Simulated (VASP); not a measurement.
# Si (Fd-3m) in VASP: relaxation of the atoms with r2SCAN

Aim: the relaxation of the atoms of Si with r2SCAN.

Everything below comes from runs of VASP 6.6.1. Logs are shortened: lines on timing, memory, paths and dates and some standing lists are left out, and cuts for length are marked.

## 1. The cell of the first run

The structure is cubic, space group Fd-3m (No. 227). The conventional cell has a = 5.444 Å, b = 5.444 Å, c = 5.444 Å, α = 90.00°, β = 90.00°, γ = 90.00°. Si (site symmetry -43m) has 4 Si at 2.36 Å within 3.1 Å.

## 2. Relaxation of the atoms, r2SCAN

POSCAR reads:

```
Si
1.0
    5.4442181012      0.0000000000      0.0000000000
    0.0000000000      5.4442181012      0.0000000000
    0.0000000000      0.0000000000      5.4442181012
Si
8
Direct
    0.0000000000      0.0000000000      0.0000000000
    0.0000000000      0.5000000000      0.5000000000
    0.5000000000      0.0000000000      0.5000000000
    0.5000000000      0.5000000000      0.0000000000
    0.2500000000      0.2500000000      0.2500000000
    0.2500000000      0.7500000000      0.7500000000
    0.7500000000      0.2500000000      0.7500000000
    0.7500000000      0.7500000000      0.2500000000
```

INCAR.step1 reads:

```
  ALGO = Normal
  EDIFF = 1E-4
  ENCUT = 520
  GGA = PE
  ISMEAR = 0
  LASPH = True
  LCHARG = False
  LREAL = False
  LWAVE = True
  NELM = 80
  PREC = Accurate
  SIGMA = 0.01
```

INCAR.step2 reads:

```
  ALGO = Normal
  EDIFF = 1E-7
  EDIFFG = -0.003
  ENCUT = 520
  IBRION = 2
  ISIF = 2
  ISMEAR = 0
  ISTART = 1
  LASPH = True
  LCHARG = False
  LMIXTAU = True
  LREAL = False
  LWAVE = False
  METAGGA = R2SCAN
  NELM = 80
  NSW = 80
  PREC = Accurate
  SIGMA = 0.01
```

KPOINTS reads:

```
k-points
0
Gamma
  6 6 6
```

Potentials or basis: VASP PAW PBE potentials, release 64 (Si).

Started as:

```console
> cat potpaw_PBE.64/Si/POTCAR > POTCAR
> cp INCAR.step1 INCAR
> mpirun -np 1 vasp_std > vasp.out
> cp INCAR.step2 INCAR
> mpirun -np 1 vasp_std > vasp.out
```

OUTCAR:

```text
EDIFF = 1E-7
   EDIFFG = -0.003
   ENCUT = 520
   IBRION = 2
   ISIF = 2
   ISMEAR = 0
   ISTART = 1
   LASPH = True
   LREAL = False
   METAGGA = R2SCAN
   NELM = 80
   NSW = 80
   PREC = Accurate

 ion  position               nearest neighbor table
   1  0.000  0.000  0.000-   5 2.36   6 2.36   7 2.36   8 2.36
   2  0.000  0.500  0.500-   5 2.36   6 2.36   7 2.36   8 2.36
   3  0.500  0.000  0.500-   5 2.36   6 2.36   7 2.36   8 2.36
   4  0.500  0.500  0.000-   5 2.36   6 2.36   7 2.36   8 2.36
   5  0.250  0.250  0.250-   1 2.36   2 2.36   3 2.36   4 2.36
   6  0.250  0.750  0.750-   1 2.36   2 2.36   3 2.36   4 2.36
   7  0.750  0.250  0.750-   1 2.36   2 2.36   3 2.36   4 2.36
   8  0.750  0.750  0.250-   1 2.36   2 2.36   3 2.36   4 2.36

  LATTYP: Found a simple cubic cell.
 ALAT       =     5.4442181012

  Lattice vectors:

 A1 = (   5.4442181012,   0.0000000000,   0.0000000000)
 A2 = (   0.0000000000,   5.4442181012,   0.0000000000)
 A3 = (   0.0000000000,   0.0000000000,   5.4442181012)

Analysis of symmetry for initial positions (statically):
=====================================================================
 Subroutine PRICEL returns following result:

  LATTYP: Found a face centered cubic cell.
 ALAT       =     5.4442181012

  Lattice vectors:

 A1 = (   2.7221090506,  -2.7221090506,   0.0000000000)
 A2 = (   2.7221090506,   0.0000000000,   2.7221090506)
 A3 = (   0.0000000000,  -2.7221090506,   2.7221090506)

   4 primitive cells build up your supercell.

 Routine SETGRP: Setting up the symmetry group for a
 simple cubic supercell.

 Subroutine GETGRP returns: Found 48 space group operations
 (whereof 24 operations were pure point group operations)
 out of a pool of 48 trial point group operations.

The static configuration has the point symmetry T_d .
 The point group associated with its full space group is O_h .

Analysis of symmetry for dynamics (positions and initial velocities):
=====================================================================
 Subroutine PRICEL returns following result:

  LATTYP: Found a face centered cubic cell.
 ALAT       =     5.4442181012

  Lattice vectors:

 A1 = (   2.7221090506,  -2.7221090506,   0.0000000000)
 A2 = (   2.7221090506,   0.0000000000,   2.7221090506)
 A3 = (   0.0000000000,  -2.7221090506,   2.7221090506)

   4 primitive cells build up your supercell.

 Routine SETGRP: Setting up the symmetry group for a
 simple cubic supercell.

 Subroutine GETGRP returns: Found 48 space group operations
 (whereof 24 operations were pure point group operations)
 out of a pool of 48 trial point group operations.

The dynamic configuration has the point symmetry T_d .
 The point group associated with its full space group is O_h .

 Subroutine INISYM returns: Found 48 space group operations
 (whereof 24 operations are pure point group operations),
 and found     4 'primitive' translations

----------------------------------------------------------------------------------------

                                     Primitive cell

  volume of cell :      40.3410

  direct lattice vectors                    reciprocal lattice vectors
     2.722109051 -2.722109051  0.000000000     0.183681106 -0.183681106 -0.183681106
     2.722109051  0.000000000  2.722109051     0.183681106  0.183681106  0.183681106
     0.000000000 -2.722109051  2.722109051    -0.183681106 -0.183681106  0.183681106

  length of vectors
     3.849643538  3.849643538  3.849643538     0.318145007  0.318145007  0.318145007

  position of ions in fractional coordinates (direct lattice)
     0.000000000  0.000000000  0.000000000
     0.750000000  0.750000000  0.750000000

  ion indices of the primitive-cell ions
   primitive index   ion index
                 1           1
                 2           5

----------------------------------------------------------------------------------------

 KPOINTS: k-points

Automatic generation of k-mesh.
 Grid dimensions read from file:
 generate k-points for:    6    6    6

 Generating k-lattice:

  Cartesian coordinates                     Fractional coordinates (reciprocal lattice)
     0.030613518  0.000000000  0.000000000     0.166666667  0.000000000  0.000000000
     0.000000000  0.030613518  0.000000000     0.000000000  0.166666667  0.000000000
     0.000000000  0.000000000  0.030613518     0.000000000  0.000000000  0.166666667

  Length of vectors
     0.030613518  0.030613518  0.030613518

  Shift w.r.t. Gamma in fractional coordinates (k-lattice)
     0.000000000  0.000000000  0.000000000

 Subroutine IBZKPT returns following result:
 ===========================================

 Found     20 irreducible k-points:

 Following reciprocal coordinates:
            Coordinates               Weight
  0.000000  0.000000  0.000000      1.000000
  0.166667  0.000000  0.000000      6.000000
  0.333333  0.000000  0.000000      6.000000
  0.500000  0.000000  0.000000      3.000000
  0.166667  0.166667  0.000000     12.000000
  0.333333  0.166667  0.000000     24.000000
[... 12 lines left out ...]
  0.500000  0.500000  0.333333      6.000000
  0.500000  0.500000  0.500000      1.000000
   k-points           NKPTS =     20   k-points in BZ     NKDIM =     20   number of bands    NBANDS=     21
   number of dos      NEDOS =    301   number of ions     NIONS =      8
   total plane-waves  NPLWV =  64000
   dimension x,y,z NGX =    40 NGY =   40 NGZ =   40
   dimension x,y,z NGXF=    80 NGYF=   80 NGZF=   80
   ions per type =               8
   NGX,Y,Z   is equivalent  to a cutoff of  12.21, 12.21, 12.21 a.u.
   NGXF,Y,Z  is equivalent  to a cutoff of  24.43, 24.43, 24.43 a.u.
 SYSTEM =  unknown system
   PREC   = accura    normal or accurate (medium, high low for compatibility)
   ISTART =      1    job   : 0-new  1-cont  2-samecut
   ICHARG =      0    charge: 1-file 2-atom 10-const
   ISPIN  =      1    spin polarized calculation?
   LNONCOLLINEAR =      F non collinear calculations
   LSORBIT =      F    spin-orbit coupling
   LASPH  =      T    aspherical Exc in radial PAW
   ENCUT  =  520.0 eV  38.22 Ry    6.18 a.u.  10.12 10.12 10.12*2*pi/ulx,y,z
   NELM   =     80;   NELMIN=  2; NELMDL=  0     # of ELM steps
   EDIFF  = 0.1E-06   stopping-criterion for ELM
   LREAL  =      F    real-space projection
   EDIFFG = -.3E-02   stopping-criterion for IOM
   NSW    =     80    number of steps for IOM
   IBRION =      2    ionic relax: 0-MD 1-quasi-New 2-CG
   NFREE  =      1    steps in history (QN), initial steepest desc. (CG)
   ISIF   =      2    stress and relaxation
   ISYM   =      2    0-nonsym 1-usesym 2-fastsym
   POTIM  = 0.5000    time-step for ionic-motion
   TEBEG  =    0.0;   TEEND  =   0.0 temperature during run
   PSTRESS=    0.0 pullay stress
   NELECT =      32.0000    total number of electrons
   NUPDOWN=      -1.0000    fix difference up-down
   EMIN   =  10.00;   EMAX   =-10.00  energy-range for DOS
   EFERMI =   0.00;   METHOD = LEGACY
   ISMEAR =     0;   SIGMA  =   0.01  broadening in eV -4-tet -1-fermi 0-gaus
   EFERMI_NEDOS =   21; number of points for ismear=-14 and -15
   IALGO  =     38    algorithm
   IMIX   =      4    mixing-type and parameters
     AMIX     =   0.40;   BMIX     =  1.00
     AMIX_MAG =   1.60;   BMIX_MAG =  1.00
  volume/ion in A,a.u.               =      20.17       136.12
  Fermi-wavevector in a.u.,A,eV,Ry     =   0.954676  1.804076 12.400433  0.911406
  Thomas-Fermi vector in A             =   2.083444
   LORBIT       =      0    0 simple, 1 ext, 2 COOP (PROOUT), +10 PAW based schemes
   METAGGA = R2SCAN    functional components
   LHFCALC =     F    Hartree Fock is set to
   AEXX    =    0.0000 exact exchange contribution
   IVDW    =     0    specifies the selected vdW correction
   LEPSILON=     F    determine dielectric tensor
   LRPA    =     F    only Hartree local field effects (RPA)
 conjugate gradient relaxation of ions
 non-spin polarized calculation
 Gauss-broadening in eV      SIGMA  =   0.01
  energy-cutoff  :      520.00
  volume of cell :      161.36
 maximum number of plane-waves:      4385
   NGX = 21   NGY = 21   NGZ = 21

 number of electron      32.0000002 magnetization

 Free energy of the ion-electron system (eV)
  ---------------------------------------------------
  ext. energy  EPLUGINS =         0.00000000
  ---------------------------------------------------
  free energy    TOTEN  =       -70.20099437 eV

  energy without entropy =      -70.20099437  energy(sigma->0) =      -70.20099437

 E-fermi :   5.7383     XC(G=0):  -9.8255

 val. band max:        5.6619826884   @ k =   0.0000   0.0000   0.0000
 cond. band min:       6.4474938273   @ k =   0.1667   0.0000   0.0000
 fundamental gap:      0.7855111390
 Fermi energy:         5.7383439726

 k-point     1 :       0.0000    0.0000    0.0000
  band No.  band energies     occupation
      1      -6.8113      2.00000
      2      -2.4711      2.00000
      3      -2.4711      2.00000
      4      -2.4711      2.00000
      5      -2.4711      2.00000
      6      -2.4711      2.00000
[... 13 lines left out ...]
     20       6.5970      0.00000
     21       6.5970      0.00000

 k-point     2 :       0.1667    0.0000    0.0000
  band No.  band energies     occupation
      1      -6.6842      2.00000
      2      -3.7402      2.00000
      3      -2.4318      2.00000
      4      -2.4318      2.00000
      5      -2.4318      2.00000
      6      -2.4318      2.00000
[... 13 lines left out ...]
     20       7.2214      0.00000
     21       7.2214      0.00000
[... 391 lines left out ...]
      5      -1.2777      2.00000
      6      -1.2777      2.00000
[... 13 lines left out ...]
     20       8.0501      0.00000
     21       9.3149      0.00000

 k-point    20 :       0.5000    0.5000    0.5000
  band No.  band energies     occupation
      1      -4.3781      2.00000
      2      -4.3781      2.00000
      3      -4.3781      2.00000
      4      -4.3781      2.00000
      5      -1.5695      2.00000
      6      -1.5695      2.00000
[... 13 lines left out ...]
     20       7.5187      0.00000
     21       9.2533      0.00000

------------------------ aborting loop because EDIFF is reached ----------------------------------------

  FORCE on cell =-STRESS in cart. coord.  units (eV):
  Direction    XX          YY          ZZ          XY          YZ          ZX
  --------------------------------------------------------------------------------------
  -------------------------------------------------------------------------------------
  Total       -0.2391413     -0.2391413     -0.2391413      0.0000000      0.0000000     -0.0000000
  in kB       -2.3744263     -2.3744263     -2.3744263      0.0000000      0.0000000     -0.0000000
  external PRESSURE =      -2.3744263 kB  Pullay stress =       0.0000000 kB

 VOLUME and BASIS-vectors are now :
 -----------------------------------------------------------------------------
  energy-cutoff  :      520.00
  volume of cell :      161.36
      direct lattice vectors                 reciprocal lattice vectors
     5.444218101  0.000000000  0.000000000     0.183681106  0.000000000  0.000000000
     0.000000000  5.444218101  0.000000000     0.000000000  0.183681106  0.000000000
     0.000000000  0.000000000  5.444218101     0.000000000  0.000000000  0.183681106

 POSITION                                       TOTAL-FORCE (eV/Angst)
 -----------------------------------------------------------------------------------
      0.00000      0.00000      0.00000        -0.000000     -0.000000      0.000000
      0.00000      2.72211      2.72211        -0.000000     -0.000000      0.000000
      2.72211      0.00000      2.72211        -0.000000      0.000000      0.000000
      2.72211      2.72211      0.00000         0.000000      0.000000     -0.000000
      1.36105      1.36105      1.36105         0.000000     -0.000000      0.000000
      1.36105      4.08316      4.08316         0.000000     -0.000000      0.000000
      4.08316      1.36105      4.08316         0.000000      0.000000     -0.000000
      4.08316      4.08316      1.36105         0.000000      0.000000     -0.000000
 -----------------------------------------------------------------------------------
    total drift:                                0.000000     -0.000000     -0.000000

  FREE ENERGIE OF THE ION-ELECTRON SYSTEM (eV)
  ---------------------------------------------------
  free  energy   TOTEN  =       -70.2009943675 eV

  energy  without entropy=      -70.2009943675  energy(sigma->0) =      -70.20099437

 reached required accuracy - stopping structural energy minimisation
```

Wall time 3.5 min (1 thread of Oxide Virtual Turin-like, shared host); peak memory 0.23 GiB.

Results:

```
Free energy             : -70.2010 eV
Pressure after relaxing : -0.2 GPa
Band gap on the k mesh  : 0.79 eV
```

Final structure:
```
CELL_PARAMETERS angstrom
5.44422 0.00000 0.00000
0.00000 5.44422 0.00000
0.00000 0.00000 5.44422
ATOMIC_POSITIONS crystal
Si 0.00000 0.00000 0.00000
Si 0.00000 0.50000 0.50000
Si 0.50000 0.00000 0.50000
Si 0.50000 0.50000 0.00000
Si 0.25000 0.25000 0.25000
Si 0.25000 0.75000 0.75000
Si 0.75000 0.25000 0.75000
Si 0.75000 0.75000 0.25000
```

Levels at points of the mesh, in eV from the valence-band top:
```
           k point  band 12  band 13  band 14  band 15  band 16  band 17  band 18  band 19  band 20  band 21
(0.00, 0.00, 0.00)    -2.99    -2.99     0.00     0.00     0.00     0.94     0.94     0.94     0.94     0.94
(0.50, 0.00, 0.00)    -3.62    -1.98    -1.98    -1.98    -1.98     1.34     1.34     3.46     3.46     4.60
(0.50, 0.50, 0.00)    -3.88    -1.40    -1.40    -1.40    -1.40     2.73     2.73     2.73     2.73     5.11
(0.50, 0.50, 0.50)    -1.27    -1.27    -1.27    -1.27    -1.27     1.86     1.86     1.86     1.86     3.59
```

Caveat: the relaxation stopped at its first step, so nothing moved; the PAW data sets were made with another functional, which shifts forces and pressure a little. A k mesh can miss the band edges.
